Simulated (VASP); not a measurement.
Here is a VASP 6.6.1 calculation.

The input INCAR:

```
SYSTEM = AlB2As3
PREC = Accurate
ENCUT = 520
EDIFF = 1E-7
ISMEAR = 0
SIGMA = 0.1
LREAL = .FALSE.
LASPH = .TRUE.
NELM = 100
ALGO = Normal
ISIF = 2
LWAVE = .FALSE.
LCHARG = .FALSE.
GGA = PE
NBANDS = 21
```

The input KPOINTS:

```
Automatic mesh
0
G
  4 4 2
  0 0 0
```

File POSCAR:

```
AlB2As3
1.0
    3.8595592800      0.0000000000      0.0000000000
    0.0000000000      3.8595592800      0.0000000000
    0.0000000000      0.0000000000      7.6602271600
Al B As
1 2 3
Direct
    0.0000000000      0.0000000000      0.5000000000
    0.0000000000      0.0000000000      0.7602419400
    0.0000000000      0.0000000000      0.2397580600
    0.0000000000      0.0000000000      0.0000000000
    0.5000000000      0.5000000000      0.5000000000
    0.5000000000      0.5000000000      0.0000000000
```

Potentials or basis: VASP PAW PBE potentials, release 64 (Al, B, As).

Run with:

```sh
$ cat potpaw_PBE.64/Al/POTCAR potpaw_PBE.64/B/POTCAR potpaw_PBE.64/As/POTCAR > POTCAR
$ mpirun -np 1 vasp_std > vasp.out
```

Estimate the pressure.

3.0 GPa.

What does it give for the band gap on the k mesh?

Zero (band 12 reaches 4.76 eV, above the bottom of band 13 at 2.94 eV).

What does it give for the largest force?

1.359 eV/Å.

Forces on the atoms (eV/Å):
```
Al   0.000  0.000  0.000
B    0.000  0.000 -1.359
B    0.000  0.000  1.359
As   0.000  0.000  0.000
As   0.000  0.000  0.000
As   0.000  0.000  0.000
```

Caveat: the k points lie up to 0.41 Å⁻¹ apart; forces of over 1 eV/Å act on the atoms, so gaps and moduli don't describe the material at rest.
